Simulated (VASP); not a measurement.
# Te2Mo in VASP: relaxation of the atoms with PBE+D3(BJ)

Aim: the relaxation of the atoms of Te2Mo with PBE+D3(BJ).

All numbers are computed with VASP 6.6.1; they aren't measurements. Logs are shortened: lines on timing, memory, paths and dates and some standing lists are left out, and cuts for length are marked.

### Step 1. The cell of the first run

The cell holds a slab with vacuum, 6 atoms: a = 3.421 Å, b = 6.291 Å, c = 24.150 Å, α = 90.00°, β = 90.00°, γ = 90.00°.

### Step 2. Relaxation of the atoms, PBE+D3(BJ)

INCAR

```
SYSTEM = Te2Mo
PREC = Accurate
ENCUT = 450
EDIFF = 1E-7
ISMEAR = 0
SIGMA = 0.05
LREAL = .False.
LASPH = .True.
NELM = 120
ALGO = Normal
ISIF = 2
LWAVE = .False.
LCHARG = .False.
LDIPOL = .True.
IDIPOL = 3
DIPOL = 0.5 0.5 0.500
GGA = PE
IVDW = 12
IBRION = 2
NSW = 60
EDIFFG = -0.04
GGA_COMPAT = .False.
NELMIN = 4
NELMDL = -8
```

KPOINTS

```
Automatic mesh
0
Gamma
  8 4 1
  0 0 0
```

POSCAR

```
Te2Mo
1.0
    3.4210267205      0.0000000000      0.0000000000
    0.0000000000      6.2914664856      0.0000000000
    0.0000000000      0.0000000000     24.1502570281
Te Mo
4 2
Direct
    0.2500000000      0.5029408041      0.4140742680
    0.7500000000      0.9947676414      0.4384039924
    0.2500000000      0.8556604816      0.5615960079
    0.7500000000      0.3474873128      0.5859257320
    0.7500000000      0.6058835616      0.4959710676
    0.2500000000      0.2445445585      0.5040289333
```

Potentials or basis: VASP PAW PBE potentials, release 64 (Te, Mo_sv).

The run is started by

```console
cat potpaw_PBE.64/Te/POTCAR potpaw_PBE.64/Mo_sv/POTCAR > POTCAR
mpirun -np 1 vasp_std > vasp.out
```

OUTCAR:

```text
SYSTEM = Te2Mo
   PREC = Accurate
   ENCUT = 450
   EDIFF = 1E-7
   ISMEAR = 0
   LREAL = .False.
   LASPH = .True.
   NELM = 120
   ISIF = 2
   GGA = PE
   IVDW = 12
   IBRION = 2
   NSW = 60
   EDIFFG = -0.04
   NELMIN = 4
   NELMDL = -8
 IVDW          = 12

 ion  position               nearest neighbor table
   1  0.250  0.503  0.414-   5 2.69   5 2.69   6 2.71   2 3.58   2 3.58   2 3.67   2 3.67
   2  0.750  0.995  0.438-   6 2.81   6 2.81   5 2.81   3 3.54   3 3.54   1 3.58   1 3.58   1 3.67
                             1 3.67
   3  0.250  0.856  0.562-   5 2.81   5 2.81   6 2.81   2 3.54   2 3.54   4 3.58   4 3.58   4 3.67
                             4 3.67
   4  0.750  0.347  0.586-   6 2.69   6 2.69   5 2.71   3 3.58   3 3.58   3 3.67   3 3.67
   5  0.750  0.606  0.496-   1 2.69   1 2.69   4 2.71   3 2.81   3 2.81   2 2.81   6 2.85   6 2.85

   6  0.250  0.245  0.504-   4 2.69   4 2.69   1 2.71   2 2.81   2 2.81   3 2.81   5 2.85   5 2.85

  LATTYP: Found a simple orthorhombic cell.
 ALAT       =     3.4210267205
 B/A-ratio  =     1.8390579787
 C/A-ratio  =     7.0593593682

  Lattice vectors:

 A1 = (   3.4210267205,   0.0000000000,   0.0000000000)
 A2 = (   0.0000000000,   6.2914664856,   0.0000000000)
 A3 = (   0.0000000000,   0.0000000000,  24.1502570281)

Analysis of symmetry for initial positions (statically):
=====================================================================
 Subroutine PRICEL returns:
 Original cell was already a primitive cell.

 Routine SETGRP: Setting up the symmetry group for a
 simple orthorhombic supercell.

 Subroutine GETGRP returns: Found  4 space group operations
 (whereof  1 operations were pure point group operations)
 out of a pool of  8 trial point group operations.

The static configuration has the point symmetry C_1 .
 The point group associated with its full space group is C_2h.

Analysis of symmetry for dynamics (positions and initial velocities):
=====================================================================
 Subroutine PRICEL returns:
 Original cell was already a primitive cell.

 Routine SETGRP: Setting up the symmetry group for a
 simple orthorhombic supercell.

 Subroutine GETGRP returns: Found  4 space group operations
 (whereof  1 operations were pure point group operations)
 out of a pool of  8 trial point group operations.

The dynamic configuration has the point symmetry C_1 .
 The point group associated with its full space group is C_2h.

 Subroutine INISYM returns: Found  4 space group operations
 (whereof  1 operations are pure point group operations),
 and found     1 'primitive' translations

----------------------------------------------------------------------------------------

                                     Primitive cell

  volume of cell :     519.7926

  direct lattice vectors                    reciprocal lattice vectors
     3.421026721  0.000000000  0.000000000     0.292309906  0.000000000  0.000000000
     0.000000000  6.291466486  0.000000000     0.000000000  0.158945454  0.000000000
     0.000000000  0.000000000 24.150257028     0.000000000  0.000000000  0.041407427

  length of vectors
     3.421026721  6.291466486 24.150257028     0.292309906  0.158945454  0.041407427

  position of ions in fractional coordinates (direct lattice)
     0.250000000  0.502940804  0.414074268
     0.750000000  0.994767641  0.438403992
     0.250000000  0.855660482  0.561596008
     0.750000000  0.347487313  0.585925732
     0.750000000  0.605883562  0.495971068
     0.250000000  0.244544559  0.504028933

  ion indices of the primitive-cell ions
   primitive index   ion index
                 1           1
                 2           2
                 3           3
                 4           4
                 5           5
                 6           6

----------------------------------------------------------------------------------------

 KPOINTS: Automatic mesh

Automatic generation of k-mesh.
 Grid dimensions read from file:
 generate k-points for:    8    4    1

 Generating k-lattice:

  Cartesian coordinates                     Fractional coordinates (reciprocal lattice)
     0.036538738  0.000000000  0.000000000     0.125000000  0.000000000  0.000000000
     0.000000000  0.039736364  0.000000000     0.000000000  0.250000000  0.000000000
     0.000000000  0.000000000  0.041407427     0.000000000  0.000000000  1.000000000

  Length of vectors
     0.036538738  0.039736364  0.041407427

  Shift w.r.t. Gamma in fractional coordinates (k-lattice)
     0.000000000  0.000000000  0.000000000

 Subroutine IBZKPT returns following result:
 ===========================================

 Found     15 irreducible k-points:

 Following reciprocal coordinates:
            Coordinates               Weight
  0.000000  0.000000  0.000000      1.000000
  0.125000  0.000000  0.000000      2.000000
  0.250000  0.000000  0.000000      2.000000
  0.375000  0.000000  0.000000      2.000000
  0.500000  0.000000  0.000000      1.000000
  0.000000  0.250000  0.000000      2.000000
  0.125000  0.250000  0.000000      4.000000
  0.250000  0.250000  0.000000      4.000000
  0.375000  0.250000  0.000000      4.000000
  0.500000  0.250000  0.000000      2.000000
  0.000000  0.500000  0.000000      1.000000
  0.125000  0.500000  0.000000      2.000000
  0.250000  0.500000  0.000000      2.000000
  0.375000  0.500000  0.000000      2.000000
  0.500000  0.500000  0.000000      1.000000
   k-points           NKPTS =     15   k-points in BZ     NKDIM =     15   number of bands    NBANDS=     31
   number of dos      NEDOS =    301   number of ions     NIONS =      6
   total plane-waves  NPLWV = 193536
   dimension x,y,z NGX =    24 NGY =   48 NGZ =  168
   dimension x,y,z NGXF=    48 NGYF=   96 NGZF=  336
   ions per type =               4   2
   NGX,Y,Z   is equivalent  to a cutoff of  11.66, 12.68, 11.56 a.u.
   NGXF,Y,Z  is equivalent  to a cutoff of  23.33, 25.37, 23.13 a.u.
 SYSTEM =  Te2Mo
   PREC   = accura    normal or accurate (medium, high low for compatibility)
   ISTART =      0    job   : 0-new  1-cont  2-samecut
   ICHARG =      2    charge: 1-file 2-atom 10-const
   ISPIN  =      1    spin polarized calculation?
   LNONCOLLINEAR =      F non collinear calculations
   LSORBIT =      F    spin-orbit coupling
   LASPH  =      T    aspherical Exc in radial PAW
   ENCUT  =  450.0 eV  33.07 Ry    5.75 a.u.   5.92 10.88 41.77*2*pi/ulx,y,z
   NELM   =    120;   NELMIN=  4; NELMDL= -8     # of ELM steps
   EDIFF  = 0.1E-06   stopping-criterion for ELM
   LREAL  =      F    real-space projection
   EDIFFG = -.4E-01   stopping-criterion for IOM
   NSW    =     60    number of steps for IOM
   IBRION =      2    ionic relax: 0-MD 1-quasi-New 2-CG
   NFREE  =      1    steps in history (QN), initial steepest desc. (CG)
   ISIF   =      2    stress and relaxation
   ISYM   =      2    0-nonsym 1-usesym 2-fastsym
   POTIM  = 0.5000    time-step for ionic-motion
   TEBEG  =    0.0;   TEEND  =   0.0 temperature during run
   PSTRESS=    0.0 pullay stress
   NELECT =      52.0000    total number of electrons
   NUPDOWN=      -1.0000    fix difference up-down
   EMIN   =  10.00;   EMAX   =-10.00  energy-range for DOS
   EFERMI =   0.00;   METHOD = LEGACY
   ISMEAR =     0;   SIGMA  =   0.05  broadening in eV -4-tet -1-fermi 0-gaus
   EFERMI_NEDOS =   21; number of points for ismear=-14 and -15
   IALGO  =     38    algorithm
   IMIX   =      4    mixing-type and parameters
     AMIX     =   0.40;   BMIX     =  1.00
     AMIX_MAG =   1.60;   BMIX_MAG =  1.00
  volume/ion in A,a.u.               =      86.63       584.62
  Fermi-wavevector in a.u.,A,eV,Ry     =   0.759975  1.436144  7.858206  0.577562
  Thomas-Fermi vector in A             =   1.858889
   LORBIT       =      0    0 simple, 1 ext, 2 COOP (PROOUT), +10 PAW based schemes
   GGA     = PE    functional components
   LHFCALC =     F    Hartree Fock is set to
   AEXX    =    0.0000 exact exchange contribution
   IVDW    =    12    specifies the selected vdW correction
   LEPSILON=     F    determine dielectric tensor
   LRPA    =     F    only Hartree local field effects (RPA)
 conjugate gradient relaxation of ions
 non-spin polarized calculation
 Gauss-broadening in eV      SIGMA  =   0.05
  energy-cutoff  :      450.00
  volume of cell :      519.79
 maximum number of plane-waves:     11352
 NGX is ok and might be reduce to    24
   NGX = 11   NGY = 21   NGZ = 83

 dipolmoment           0.000000      0.000000     -0.000000 electrons x Angstroem

--------------------------------------- Ionic step        1  -------------------------------------------

 number of electron      52.0000004 magnetization

 Free energy of the ion-electron system (eV)
  ---------------------------------------------------
  ext. energy  EPLUGINS =         0.00000000
  ---------------------------------------------------
  free energy    TOTEN  =       -35.93226840 eV

  energy without entropy =      -35.93038358  energy(sigma->0) =      -35.93132599

------------------------ aborting loop because EDIFF is reached ----------------------------------------

 Edisp (eV)   -2.38562

 E8    (eV) :    -1.1619

  FORCE on cell =-STRESS in cart. coord.  units (eV):
  Direction    XX          YY          ZZ          XY          YZ          ZX
  --------------------------------------------------------------------------------------
  -------------------------------------------------------------------------------------
  Total       0.03660     0.28327    -0.15021     0.00000    -0.10562     0.00000
  in kB       0.11282     0.87313    -0.46299     0.00000    -0.32555     0.00000
  external pressure =        0.17 kB  Pullay stress =        0.00 kB
[... 113 lines left out ...]
  energy  without entropy=      -38.3175437032  energy(sigma->0) =      -38.31859672

--------------------------------------- Ionic step        4  -------------------------------------------

 number of electron      52.0000005 magnetization

 dipolmoment           0.000000      0.000000      0.000000 electrons x Angstroem

 Free energy of the ion-electron system (eV)
  ---------------------------------------------------
  ext. energy  EPLUGINS =         0.00000000
  ---------------------------------------------------
  free energy    TOTEN  =       -35.93339937 eV

  energy without entropy =      -35.93125761  energy(sigma->0) =      -35.93232849

 E-fermi :  -0.7991     XC(G=0):  -3.4899

 val. band max:       -0.9260552976   @ k =   0.0000   0.2500   0.0000
 cond. band min:      -0.7947004200   @ k =   0.1250   0.0000   0.0000
 fundamental gap:      0.1313548776
 Fermi energy:        -0.7990636880

 k-point     1 :       0.0000    0.0000    0.0000
  band No.  band energies     occupation
      1     -61.8320      2.00000
      2     -61.7661      2.00000
      3     -36.0912      2.00000
      4     -36.0161      2.00000
      5     -35.9865      2.00000
      6     -35.8450      2.00000
[... 499 lines left out ...]
     30       1.0080      0.00000
     31       1.4917      0.00000

------------------------ aborting loop because EDIFF is reached ----------------------------------------

 vacuum level on the upper side and lower side of the slab       (xc-potential included)        -0.085        -0.085

 Edisp (eV)   -2.38650

 E8    (eV) :    -1.1623

  FORCE on cell =-STRESS in cart. coord.  units (eV):
  Direction    XX          YY          ZZ          XY          YZ          ZX
  --------------------------------------------------------------------------------------
  -------------------------------------------------------------------------------------
  Total      -0.09467     0.39598    -0.12621     0.00000    -0.07776     0.00000
  in kB      -0.29182     1.22055    -0.38904     0.00000    -0.23968     0.00000
  external pressure =        0.18 kB  Pullay stress =        0.00 kB
[... 21 lines left out ...]
  FREE ENERGIE OF THE ION-ELECTRON SYSTEM (eV)
  ---------------------------------------------------
  free  energy   TOTEN  =       -38.3198989978 eV

  energy  without entropy=      -38.3177572342  energy(sigma->0) =      -38.31882812

 reached required accuracy - stopping structural energy minimisation

 vacuum level on the upper side and lower side of the slab         3.614         3.614
```

Wall time 16 min (1 thread of Oxide Virtual Turin-like, shared host); peak memory 0.56 GiB.

Results:

```
Free energy                  : -38.3199 eV
Energy gained by relaxing    : 0.3 meV/atom
Ionic steps                  : 4
Largest force after relaxing : 0.033 eV/Å
Band gap on the k mesh       : zero (bands 26 and 27 overlap by 0.28 eV)
Dispersion energy per atom   : -0.398 eV
```

Forces on the atoms (eV/Å):
```
Te   0.000  0.021  0.025
Te   0.000 -0.003 -0.017
Te   0.000  0.003  0.017
Te   0.000 -0.021 -0.025
Mo   0.000  0.000  0.007
Mo   0.000  0.000 -0.007
```

The path:
| step | energy change (eV) | largest force (eV/Å) | pressure (GPa) |
| --- | --- | --- | --- |
| 1 | 0.0000 | 0.1986 | 0.02 |
| 2 | -0.0017 | 0.0605 | 0.00 |
| 3 | -0.0018 | 0.0540 | 0.00 |
| 4 | -0.0020 | 0.0326 | 0.02 |

Final structure:
```
Te Mo
1.0
     3.42103    0.00000    0.00000
     0.00000    6.29147    0.00000
     0.00000    0.00000   24.15026
Te Mo
4 2
Direct
  0.25000 0.50316 0.41415
  0.75000 0.99489 0.43844
  0.25000 0.85554 0.56156
  0.75000 0.34727 0.58585
  0.75000 0.60710 0.49621
  0.25000 0.24333 0.50379
```

Levels at points of the mesh, in eV from the Fermi level:
| k point | band 24 | band 25 | band 26 | band 27 | band 28 | band 29 |
| --- | --- | --- | --- | --- | --- | --- |
| (0.00, 0.00, 0.00) | -0.51 | -0.36 | 0.29 | 0.62 | 1.21 | 1.64 |
| (0.50, 0.00, 0.00) | -1.69 | -1.48 | -1.48 | 1.18 | 1.18 | 1.50 |
| (0.00, 0.50, 0.00) | -0.93 | -0.76 | -0.55 | 0.05 | 1.22 | 1.35 |
| (0.50, 0.50, 0.00) | -1.70 | -0.90 | -0.90 | 1.15 | 1.15 | 1.81 |

Caveat: spin-orbit coupling is left out, which moves the levels of the heavy elements.

The gap in the log of VASP goes by the Fermi energy; the results here count the filled bands.